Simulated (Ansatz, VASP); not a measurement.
**Two plane-wave programs on TiAl**

INCAR

```
SYSTEM = TiAl
PREC = Accurate ; ENCUT = 520
EDIFF = 1E-6 ; ISMEAR = 0
SIGMA = 0.15 ; LREAL = .False.
LASPH = .True. ; NELM = 80
ALGO = Fast ; ISIF = 2
LWAVE = .False. ; LCHARG = .False.
NBANDS = 14
```

KPOINTS

```
Automatic mesh
0
Gamma
  16 16 16
  0 0 0
```

POSCAR

```
TiAl
1.0
    3.3675625441      0.0000000000      0.0000000000
    0.0000000000      3.3675625441      0.0000000000
    0.0000000000      0.0000000000      2.8499681811
Ti Al
1 1
Direct
    0.0000000000      0.0000000000      0.0000000000
    0.5000000000      0.5000000000      0.5000000000
```

Input for Ansatz:

```yaml
crystal:
  lattice:
    - [3.3675625441, 0.0, 0.0]
    - [0.0, 3.3675625441, 0.0]
    - [0.0, 0.0, 2.8499681811]
  atoms:
    - { symbol: Ti, position: [0.0, 0.0, 0.0] }
    - { symbol: Al, position: [0.5, 0.5, 0.5] }
basis:
  ecutwfc: 520.0
kpoints:
  mp_grid: { grid: [16, 16, 16] }
hamiltonian:
  xc: lda
  pseudopotentials: { kind: paw, azcp: { folder: soft_1 } }
scf:
  occupations: { method: gaussian, width: 0.15 }
output:
  forces: true
  stress: true
  eigenvalues: true
```

Alike in both runs: task single point; functional LDA; k mesh 16 × 16 × 16; occupations gaussian, width 0.15 eV; no spin polarisation.

```csv
,VASP,Ansatz
version,VASP 6.6.1,Ansatz 0.2.0
potentials or method,"VASP PAW LDA potentials, release 64 (Ti_sv, Al), cutoff 520 eV","scalar-relativistic, plane waves, PAW"
valence electrons in the cell,15,15
```

|  | VASP | Ansatz | Ansatz less VASP |
| --- | --- | --- | --- |
| gap on the k mesh at the Fermi level (eV) | none | none | - |
| pressure (GPa) | -5.5 | -5.6 | -0.14 |
| traceless stress, the component that is largest in VASP (GPa) | -0.26 | -0.26 | -0.001 |

Ansatz warns that its potentials were made for another functional, while VASP's fit it. LDA's correlation is that of Perdew and Zunger in VASP and of Perdew and Wang (1992) in Ansatz. A gap of «none» marks a metal or a gap that the smearing closes.
